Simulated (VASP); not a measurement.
# Pt (Fm-3m) in VASP: further runs

Runs on Pt. Level: PBE. Tasks: single point.

Everything below comes from runs of VASP 6.6.1. Logs are shortened: lines on timing, memory, paths and dates and some standing lists are left out, and cuts for length are marked.

**1. The cell of the first run**

It takes space group Fm-3m (No. 225, cubic). Conventional cell: a = 3.970 Å, b = 3.970 Å, c = 3.970 Å, α = 90.00°, β = 90.00°, γ = 90.00°. Within 3.7 Å of Pt (site symmetry m-3m) lie 12 Pt at 2.81 Å.

**2. Single point, PBE, collinear spin**

File INCAR:

```
  ALGO = Normal
  EDIFF = 1E-7
  ENCUT = 520
  GGA = PE
  ISIF = 2
  ISMEAR = -1
  ISPIN = 2
  LASPH = T
  LCHARG = T
  LELF = T
  LMAXMIX = 4
  LORBIT = 11
  LREAL = F
  LVHAR = T
  LWAVE = F
  MAGMOM = 1
  NBANDS = 15
  NELM = 150
  PREC = Accurate
  SIGMA = 0.05
```

File KPOINTS:

```
k-points
0
Gamma
  14 14 14
```

File POSCAR:

```
Pt
1.0
    0.0000000000      1.9848339966      1.9848339966
    1.9848339966      0.0000000000      1.9848339966
    1.9848339966      1.9848339966      0.0000000000
Pt
1
Direct
    0.0000000000      0.0000000000      0.0000000000
```

Potentials or basis: VASP PAW PBE potentials, release 64 (Pt).

The run is started by

```
$ cat potpaw_PBE.64/Pt/POTCAR > POTCAR
$ mpirun -np 1 vasp_std > vasp.out
```

OUTCAR:

```text
EDIFF = 1E-7
   ENCUT = 520
   GGA = PE
   ISIF = 2
   ISMEAR = -1
   ISPIN = 2
   LASPH = T
   LORBIT = 11
   LREAL = F
   NELM = 150
   PREC = Accurate

 ion  position               nearest neighbor table
   1  0.000  0.000  0.000-

  LATTYP: Found a face centered cubic cell.
 ALAT       =     3.9696679932

  Lattice vectors:

 A1 = (   0.0000000000,   1.9848339966,   1.9848339966)
 A2 = (   1.9848339966,   0.0000000000,   1.9848339966)
 A3 = (   1.9848339966,   1.9848339966,   0.0000000000)

Analysis of symmetry for initial positions (statically):
=====================================================================
 Subroutine PRICEL returns:
 Original cell was already a primitive cell.

 Routine SETGRP: Setting up the symmetry group for a
 face centered cubic supercell.

 Subroutine GETGRP returns: Found 48 space group operations
 (whereof 48 operations were pure point group operations)
 out of a pool of 48 trial point group operations.

The static configuration has the point symmetry O_h .

Analysis of symmetry for dynamics (positions and initial velocities):
=====================================================================
 Subroutine PRICEL returns:
 Original cell was already a primitive cell.

 Routine SETGRP: Setting up the symmetry group for a
 face centered cubic supercell.

 Subroutine GETGRP returns: Found 48 space group operations
 (whereof 48 operations were pure point group operations)
 out of a pool of 48 trial point group operations.

The dynamic configuration has the point symmetry O_h .

Analysis of structural, dynamic, and magnetic symmetry:
=====================================================================
 Subroutine PRICEL returns:
 Original cell was already a primitive cell.

 Routine SETGRP: Setting up the symmetry group for a
 face centered cubic supercell.

 Subroutine GETGRP returns: Found 48 space group operations
 (whereof 48 operations were pure point group operations)
 out of a pool of 48 trial point group operations.

The overall configuration has the point symmetry O_h .

 Subroutine INISYM returns: Found 48 space group operations
 (whereof 48 operations are pure point group operations),
 and found     1 'primitive' translations

----------------------------------------------------------------------------------------

                                     Primitive cell

  volume of cell :      15.6388

  direct lattice vectors                    reciprocal lattice vectors
     0.000000000  1.984833997  1.984833997    -0.251910236  0.251910236  0.251910236
     1.984833997  0.000000000  1.984833997     0.251910236 -0.251910236  0.251910236
     1.984833997  1.984833997  0.000000000     0.251910236  0.251910236 -0.251910236

  length of vectors
     2.806979157  2.806979157  2.806979157     0.436321327  0.436321327  0.436321327

  position of ions in fractional coordinates (direct lattice)
     0.000000000  0.000000000  0.000000000

  ion indices of the primitive-cell ions
   primitive index   ion index
                 1           1

----------------------------------------------------------------------------------------

 KPOINTS: k-points

Automatic generation of k-mesh.
 Grid dimensions read from file:
 generate k-points for:   14   14   14

 Generating k-lattice:

  Cartesian coordinates                     Fractional coordinates (reciprocal lattice)
    -0.017993588  0.017993588  0.017993588     0.071428571  0.000000000  0.000000000
     0.017993588 -0.017993588  0.017993588     0.000000000  0.071428571  0.000000000
     0.017993588  0.017993588 -0.017993588     0.000000000  0.000000000  0.071428571

  Length of vectors
     0.031165809  0.031165809  0.031165809

  Shift w.r.t. Gamma in fractional coordinates (k-lattice)
     0.000000000  0.000000000  0.000000000

 Subroutine IBZKPT returns following result:
 ===========================================

 Found    104 irreducible k-points:

 Following reciprocal coordinates:
            Coordinates               Weight
  0.000000  0.000000  0.000000      1.000000
  0.071429  0.000000  0.000000      8.000000
  0.142857  0.000000  0.000000      8.000000
  0.214286  0.000000  0.000000      8.000000
  0.285714  0.000000  0.000000      8.000000
  0.357143  0.000000  0.000000      8.000000
[... 16 lines left out ...]
  0.214286  0.142857  0.000000     24.000000
  0.285714  0.142857  0.000000     24.000000
 [... further k-points ...]
   k-points           NKPTS =    104   k-points in BZ     NKDIM =    104   number of bands    NBANDS=     15
   number of dos      NEDOS =    301   number of ions     NIONS =      1
   total plane-waves  NPLWV =  13824
   dimension x,y,z NGX =    24 NGY =   24 NGZ =   24
   dimension x,y,z NGXF=    48 NGYF=   48 NGZF=   48
   ions per type =               1
   NGX,Y,Z   is equivalent  to a cutoff of  14.21, 14.21, 14.21 a.u.
   NGXF,Y,Z  is equivalent  to a cutoff of  28.43, 28.43, 28.43 a.u.
 SYSTEM =  unknown system
   PREC   = accura    normal or accurate (medium, high low for compatibility)
   ISTART =      0    job   : 0-new  1-cont  2-samecut
   ICHARG =      2    charge: 1-file 2-atom 10-const
   ISPIN  =      2    spin polarized calculation?
   LNONCOLLINEAR =      F non collinear calculations
   LSORBIT =      F    spin-orbit coupling
   LASPH  =      T    aspherical Exc in radial PAW
   ENCUT  =  520.0 eV  38.22 Ry    6.18 a.u.   5.22  5.22  5.22*2*pi/ulx,y,z
   NELM   =    150;   NELMIN=  2; NELMDL= -5     # of ELM steps
   EDIFF  = 0.1E-06   stopping-criterion for ELM
   LREAL  =      F    real-space projection
   EDIFFG = 0.1E-05   stopping-criterion for IOM
   NSW    =      0    number of steps for IOM
   IBRION =     -1    ionic relax: 0-MD 1-quasi-New 2-CG
   NFREE  =      0    steps in history (QN), initial steepest desc. (CG)
   ISIF   =      2    stress and relaxation
   ISYM   =      2    0-nonsym 1-usesym 2-fastsym
   POTIM  = 0.5000    time-step for ionic-motion
   TEBEG  =    0.0;   TEEND  =   0.0 temperature during run
   PSTRESS=    0.0 pullay stress
   NELECT =      10.0000    total number of electrons
   NUPDOWN=      -1.0000    fix difference up-down
   EMIN   =  10.00;   EMAX   =-10.00  energy-range for DOS
   EFERMI =   0.00;   METHOD = LEGACY
   ISMEAR =    -1;   SIGMA  =   0.05  broadening in eV -4-tet -1-fermi 0-gaus
   EFERMI_NEDOS =   21; number of points for ismear=-14 and -15
   IALGO  =     38    algorithm
   IMIX   =      4    mixing-type and parameters
     AMIX     =   0.40;   BMIX     =  1.00
     AMIX_MAG =   1.60;   BMIX_MAG =  1.00
  volume/ion in A,a.u.               =      15.64       105.54
  Fermi-wavevector in a.u.,A,eV,Ry     =   1.410395  2.665259 27.064886  1.989213
  Thomas-Fermi vector in A             =   2.532353
   LORBIT       =     11    0 simple, 1 ext, 2 COOP (PROOUT), +10 PAW based schemes
   GGA     = PE    functional components
   LHFCALC =     F    Hartree Fock is set to
   AEXX    =    0.0000 exact exchange contribution
   IVDW    =     0    specifies the selected vdW correction
   LEPSILON=     F    determine dielectric tensor
   LRPA    =     F    only Hartree local field effects (RPA)
 spin polarized calculation
  energy-cutoff  :      520.00
  volume of cell :       15.64
 maximum number of plane-waves:       444
 NGX is ok and might be reduce to    24
   NGX = 11   NGY = 11   NGZ = 11

 number of electron      10.0000002 magnetization      -0.0224541

 number of electron      10.0000002 magnetization       0.0000179

 Free energy of the ion-electron system (eV)
  ---------------------------------------------------
  ext. energy  EPLUGINS =         0.00000000
  ---------------------------------------------------
  free energy    TOTEN  =        -6.11248020 eV

  energy without entropy =       -6.09768593  energy(sigma->0) =       -6.10508306

 E-fermi :  10.5630     XC(G=0): -13.2732

 val. band max:       10.5503206184   @ k =   0.5000   0.3571   0.0714
 cond. band min:      10.5707394081   @ k =   0.4286   0.1429   0.0000
 fundamental gap:      0.0204187897
 Fermi energy:        10.5629876340

 spin component 1

 k-point     1 :       0.0000    0.0000    0.0000
  band No.  band energies     occupation
      1       0.7661      1.00000
      2       7.0072      1.00000
      3       7.0072      1.00000
      4       7.0072      1.00000
      5       9.0380      1.00000
      6       9.0380      1.00000
      7      25.3133      0.00000
      8      30.0772      0.00000
      9      30.0772      0.00000
     10      30.0772      0.00000
     11      35.2911      0.00000
     12      41.9377      0.00000
     13      41.9377      0.00000
     14      41.9377      0.00000
     15      42.7909      0.00000
[... 397 lines left out ...]
 k-point    24 :       0.2857    0.1429    0.0000
  band No.  band energies     occupation
      1       3.2273      1.00000
      2       6.0029      1.00000
      3       7.3398      1.00000
      4       7.8835      1.00000
      5       8.9483      1.00000
      6       9.7638      1.00000
      7      24.5678      0.00000
      8      27.7848      0.00000
      9      29.1172      0.00000
     10      30.5829      0.00000
     11      34.3041      0.00000
     12      36.1878      0.00000
     13      37.3999      0.00000
     14      41.3192      0.00000
     15      43.7889      0.00000

 [... further k-points ...]

 spin component 2

 k-point     1 :       0.0000    0.0000    0.0000
  band No.  band energies     occupation
      1       0.7661      1.00000
      2       7.0072      1.00000
      3       7.0072      1.00000
      4       7.0072      1.00000
      5       9.0380      1.00000
      6       9.0380      1.00000
      7      25.3133      0.00000
      8      30.0772      0.00000
      9      30.0772      0.00000
     10      30.0772      0.00000
     11      35.2911      0.00000
     12      41.9378      0.00000
     13      41.9378      0.00000
     14      41.9378      0.00000
     15      42.7909      0.00000
[... 397 lines left out ...]
 k-point    24 :       0.2857    0.1429    0.0000
  band No.  band energies     occupation
      1       3.2273      1.00000
      2       6.0030      1.00000
      3       7.3398      1.00000
      4       7.8835      1.00000
      5       8.9483      1.00000
      6       9.7638      1.00000
      7      24.5678      0.00000
      8      27.7848      0.00000
      9      29.1173      0.00000
     10      30.5829      0.00000
     11      34.3041      0.00000
     12      36.1878      0.00000
     13      37.3999      0.00000
     14      41.3192      0.00000
     15      43.7866      0.00000

 [... further k-points ...]
[... 5 lines left out ...]
  --------------------------------------------------------------------------------------
  -------------------------------------------------------------------------------------
  Total       -0.0496318     -0.0496318     -0.0496318     -0.0000000      0.0000000     -0.0000000
  in kB       -5.0847303     -5.0847303     -5.0847303     -0.0000000      0.0000000     -0.0000000
  external PRESSURE =      -5.0847303 kB  Pullay stress =       0.0000000 kB

 VOLUME and BASIS-vectors are now :
 -----------------------------------------------------------------------------
  energy-cutoff  :      520.00
  volume of cell :       15.64
      direct lattice vectors                 reciprocal lattice vectors
     0.000000000  1.984833997  1.984833997    -0.251910236  0.251910236  0.251910236
     1.984833997  0.000000000  1.984833997     0.251910236 -0.251910236  0.251910236
     1.984833997  1.984833997  0.000000000     0.251910236  0.251910236 -0.251910236

 POSITION                                       TOTAL-FORCE (eV/Angst)
 -----------------------------------------------------------------------------------
      0.00000      0.00000      0.00000         0.000000      0.000000      0.000000
 -----------------------------------------------------------------------------------
    total drift:                                0.000000     -0.000000     -0.000000

  FREE ENERGIE OF THE ION-ELECTRON SYSTEM (eV)
  ---------------------------------------------------
  free  energy   TOTEN  =        -6.1124802009 eV

  energy  without entropy=       -6.0976859278  energy(sigma->0) =       -6.10508306

 total charge

# of ion       s       p       d       tot
------------------------------------------
    1        0.620   0.568   8.018   9.205

 magnetization (x)

# of ion       s       p       d       tot
------------------------------------------
    1        0.000   0.000   0.000   0.000
```

Run time: 52 s. Hardware: 1 thread of Intel Xeon Platinum 8375C at 2.90GHz (Ice Lake), shared host; peak memory 0.18 GiB.

What came out:

```yaml
Free_energy: -6.1125 eV
Pressure: -0.5 GPa
Band_gap_on_the_k_mesh: zero (filled and empty bands overlap)
Net_moment: 0.00 μB per cell
Valence_electrons_inside_the_program's_atomic_spheres: Pt 9.21
```

Levels at points of the mesh, in eV from the Fermi level:
Spin up:
```csv
k point,band 3,band 4,band 5,band 6,band 7,band 8
"(0.00, 0.00, 0.00)",-3.56,-3.56,-1.52,-1.52,14.75,19.51
"(0.50, 0.00, 0.00)",-3.61,-0.31,0.05,0.05,5.58,14.31
"(0.50, 0.50, 0.00)",0.01,0.47,0.47,1.87,8.51,11.30
```
Spin down:
| k point | band 3 | band 4 | band 5 | band 6 | band 7 | band 8 |
| --- | --- | --- | --- | --- | --- | --- |
| (0.00, 0.00, 0.00) | -3.56 | -3.56 | -1.52 | -1.52 | 14.75 | 19.51 |
| (0.50, 0.00, 0.00) | -3.61 | -0.31 | 0.05 | 0.05 | 5.58 | 14.31 |
| (0.50, 0.50, 0.00) | 0.01 | 0.47 | 0.47 | 1.87 | 8.51 | 11.30 |

Caveat: spin-orbit coupling is left out, which moves the levels of the heavy elements.

**3. Single point, PBE, collinear spin (13.76 Å³/atom)**

This run uses another cell than the first one, of 13.76 Å³/atom.

File INCAR:

```
SYSTEM = Pt
PREC     = Accurate       ! precision mode
ENCUT    = 520            ! plane-wave cutoff, eV
EDIFF    = 1E-7           ! SCF threshold, eV
ISMEAR   = -1             ! smearing method
SIGMA    = 0.05           ! smearing width, eV
LREAL    = .False.        ! projectors in reciprocal space
LASPH    = .True.         ! aspherical terms in the spheres
NELM     = 150            ! most SCF steps
ALGO     = Normal         ! electronic algorithm
ISIF     = 2              ! what is computed and relaxed
LWAVE    = .False.        ! write WAVECAR
LCHARG   = .False.        ! write CHGCAR
ISPIN    = 2              ! spin polarisation
MAGMOM   = 1              ! initial moments
LORBIT   = 11             ! projections on sites
LMAXMIX  = 4              ! l up to which the mixer works
GGA      = PE             ! functional
NBANDS   = 15             ! bands
```

File KPOINTS:

```
regular mesh
0
Gamma
  22 22 22
  0 0 0
```

File POSCAR:

```
Pt
1.0
    0.0000000000      1.9020346049      1.9020346049
    1.9020346049      0.0000000000      1.9020346049
    1.9020346049      1.9020346049      0.0000000000
Pt
1
Direct
    0.0000000000      0.0000000000      0.0000000000
```

Potentials or basis: VASP PAW PBE potentials, release 64 (Pt).

The run is started by

```
$ cat potpaw_PBE.64/Pt/POTCAR > POTCAR
$ mpirun -np 1 vasp_std > vasp.out
```

OUTCAR:

```text
SYSTEM = Pt
   PREC = Accurate
   ENCUT = 520
   EDIFF = 1E-7
   ISMEAR = -1
   LREAL = .False.
   LASPH = .True.
   NELM = 150
   ISIF = 2
   ISPIN = 2
   LORBIT = 11
   GGA = PE

 ion  position               nearest neighbor table
   1  0.000  0.000  0.000-

  LATTYP: Found a face centered cubic cell.
 ALAT       =     3.8040692098

  Lattice vectors:

 A1 = (   0.0000000000,   1.9020346049,   1.9020346049)
 A2 = (   1.9020346049,   0.0000000000,   1.9020346049)
[... 1073 lines left out ...]
  -------------------------------------------------------------------------------------
  Total        3.8096168      3.8096168      3.8096168      0.0000000      0.0000000      0.0000000
  in kB      443.5132906    443.5132906    443.5132906      0.0000000      0.0000000      0.0000000
  external PRESSURE =     443.5132906 kB  Pullay stress =       0.0000000 kB

 VOLUME and BASIS-vectors are now :
 -----------------------------------------------------------------------------
  energy-cutoff  :      520.00
  volume of cell :       13.76
      direct lattice vectors                 reciprocal lattice vectors
     0.000000000  1.902034605  1.902034605    -0.262876395  0.262876395  0.262876395
     1.902034605  0.000000000  1.902034605     0.262876395 -0.262876395  0.262876395
     1.902034605  1.902034605  0.000000000     0.262876395  0.262876395 -0.262876395

 POSITION                                       TOTAL-FORCE (eV/Angst)
 -----------------------------------------------------------------------------------
      0.00000      0.00000      0.00000        -0.000000      0.000000      0.000000
 -----------------------------------------------------------------------------------
    total drift:                                0.000000      0.000000      0.000000

  FREE ENERGIE OF THE ION-ELECTRON SYSTEM (eV)
  ---------------------------------------------------
  free  energy   TOTEN  =        -5.8815287660 eV

  energy  without entropy=       -5.8686697438  energy(sigma->0) =       -5.87509925

 total charge

# of ion       s       p       d       tot
------------------------------------------
    1        0.693   0.741   8.139   9.573

 magnetization (x)

# of ion       s       p       d       tot
------------------------------------------
    1       -0.000  -0.000   0.000   0.000
```

OSZICAR:

```text
N       E                     dE             d eps       ncg     rms          rms(c)
DAV:   1     0.449154819233E+02    0.44915E+02   -0.47807E+03 19864   0.591E+02
DAV:   2    -0.539693139278E+01   -0.50312E+02   -0.48269E+02 26589   0.161E+02
DAV:   3    -0.615353655782E+01   -0.75661E+00   -0.75372E+00 26099   0.177E+01
DAV:   4    -0.615552451189E+01   -0.19880E-02   -0.19877E-02 23722   0.105E+00
DAV:   5    -0.615553408538E+01   -0.95735E-05   -0.95713E-05 25727   0.612E-02    0.174E+01
DAV:   6    -0.593212411622E+01    0.22341E+00   -0.49405E-01 28507   0.455E+00    0.961E+00
DAV:   7    -0.588483812315E+01    0.47286E-01   -0.15730E-01 28402   0.235E+00    0.513E+00
DAV:   8    -0.588343064763E+01    0.14075E-02   -0.28906E-03 25524   0.346E-01    0.159E+00
DAV:   9    -0.588124695822E+01    0.21837E-02   -0.37215E-03 26379   0.402E-01    0.247E-01
DAV:  10    -0.588152134252E+01   -0.27438E-03   -0.24784E-04 25847   0.977E-02    0.461E-02
DAV:  11    -0.588152625077E+01   -0.49083E-05   -0.64513E-06 26332   0.175E-02    0.199E-02
DAV:  12    -0.588152848614E+01   -0.22354E-05   -0.47459E-06 25315   0.113E-02    0.766E-03
DAV:  13    -0.588152869416E+01   -0.20802E-06   -0.62985E-08 24106   0.185E-03    0.315E-03
DAV:  14    -0.588152876602E+01   -0.71858E-07   -0.24098E-08 19535   0.799E-04
   1 F= -.58815288E+01 E0= -.58750993E+01  d E =-.128590E-01  mag=     0.0000
```

stdout:

```text
POSCAR found type information on POSCAR Pt
 POSCAR found :  1 types and       1 ions
 scaLAPACK will be used
 LDA part: xc-table for (Slater+PW92), standard interpolation
 POSCAR, INCAR and KPOINTS ok, starting setup
 FFT: planning ... GRIDC
 FFT: planning ... GRID_SOFT
 FFT: planning ... GRID
 WAVECAR not read
 entering main loop
```

Wall time 1.9 min (1 thread of Intel Xeon Platinum 8375C at 2.90GHz (Ice Lake), shared host); peak memory 0.21 GiB.

Results:

| Item | Value |
| --- | --- |
| Free energy | -5.8815 eV |
| Pressure | 44.4 GPa |
| Band gap on the k mesh | zero (filled and empty bands overlap) |
| Net moment | 0.00 μB per cell |
| Valence electrons inside the program's atomic spheres | Pt 9.57 |

Caveat: the cell stands under pressure; spin-orbit coupling is left out, which moves the levels of the heavy elements.

(Continued in part 2 of 2.)
